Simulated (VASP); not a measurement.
The system is Ni.

```xyz
1
Lattice="0.0000 1.7673 1.7673 1.7673 0.0000 1.7673 1.7673 1.7673 0.0000" Properties=species:S:1:pos:R:3 pbc="T T T"
Ni    0.0000    0.0000    0.0000
```

Base run:

* Program: VASP 6.6.1
* Functional: PBE
* Potentials or basis: VASP PAW PBE potentials, release 64 (Ni)
* Cutoff: 520 eV
* k mesh: 12 × 12 × 12
* Occupations: fermi-dirac, width 0.05 eV
* Spin: collinear spin, ferromagnetic start
* Starting moments: [0.25] μB
* Fixed moment: 0.25 μB

Its results: pressure -3.6 GPa; site moments Ni +0.26 μB.

Q: The run is repeated on the same cell with these changes: fixed moment from 0.25 μB to 0.5 μB; moments at the start from [0.25] to [0.5]. What comes out?

A: Pressure -3.1 GPa; site moments Ni +0.51 μB.

Caveats: the cell stands under tension; the total moment is fixed, so each spin has its own Fermi level.
